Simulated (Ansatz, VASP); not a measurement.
## Al2Cu: VASP beside Ansatz

```
Al Cu
1.0
     4.12117    0.00000    0.00000
     0.00000    4.12117    0.00000
     0.00000    0.00000    2.88530
Al Cu
2 1
Direct
  0.50000 0.00000 0.50000
  0.00000 0.50000 0.50000
  0.00000 0.00000 0.00000
```

Alike in both runs: functional PBE; k mesh 10 × 10 × 14; occupations gaussian, width 0.1 eV; no spin polarisation.

Ansatz relaxed the structure, and its values are those at the end. VASP's run is a single point on that final structure, the one shown.

```csv
,VASP,Ansatz
version,VASP 6.6.1,Ansatz 0.2.0
potentials or method,"VASP PAW PBE potentials, release 64 (Al, Cu), cutoff 520 eV","scalar-relativistic, plane waves, PAW"
valence electrons in the cell,17,25
```

|  | VASP | Ansatz | Ansatz less VASP |
| --- | --- | --- | --- |
| gap on the k mesh at the Fermi level (eV) | none | none | - |
| pressure (GPa) | 0.0 | 0.0 | -0.01 |

A gap of «none» marks a metal or a gap that the smearing closes. With one functional, cell and mesh, what is left measures potentials, basis and numerics. VASP's potentials hold 17 valence electrons a cell and Ansatz's 25, so a difference there can come from the potentials and not from the codes.
